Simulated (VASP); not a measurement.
A run of VASP 6.6.1 is set up as follows.

INCAR

```
PREC = Accurate
ENCUT = 520
EDIFF = 1E-6
ISMEAR = -1
SIGMA = 0.05
LREAL = Auto
LASPH = True
NELM = 120
ALGO = Normal
ISIF = 2
LWAVE = False
LCHARG = False
GGA = PE
ISYM = -1
NBANDS = 46
GGA_COMPAT = False
```

KPOINTS

```
explicit points
1
Reciprocal
  0.25000000   0.25000000   0.25000000 1
```

POSCAR

```
C
1.0
    5.4696720000     -0.0080320000      0.0476870000
   -0.0080320000      5.1910130000      0.0535580000
    0.0476870000      0.0535580000      5.3543890000
C
16
Direct
    0.5960070139      0.2537754565      0.7100981097
    0.9003488036      0.6679141754      0.3100644946
    0.0350899340      0.0788503602      0.6081929420
    0.2289996946      0.1262336214      0.4597624250
    0.7351236683      0.7605562502      0.7412175854
    0.8813988763      0.8409260917      0.5356085283
    0.7636919956      0.4487369427      0.7808109136
    0.3877226143      0.5229057565      0.3493709339
    0.1298390131      0.2973310161      0.0494547394
    0.2835489906      0.0912679975      0.1779958961
    0.6033469948     -0.0306007368      0.8500859960
   -0.0120904918      0.2807009822      0.8386691322
    0.4400748521      0.3052347303      0.5105909169
    0.5722252303      0.7003927562      0.2398187095
    0.4923534452      0.9265085782      0.1011148415
    0.0927076503      0.5182337980      0.2339005411
```

Potentials or basis: VASP PAW PBE potentials, release 64 (C).

Command:

```bash
$ cat potpaw_PBE.64/C/POTCAR > POTCAR
$ mpirun -np 1 vasp_std > vasp.out
```

(1) Estimate the largest force.

(2) Estimate the pressure.

## Answers

(1) 3.734 eV/Å.

(2) -20.4 GPa.

Caveat: the atoms stand as in a frame of molecular dynamics.
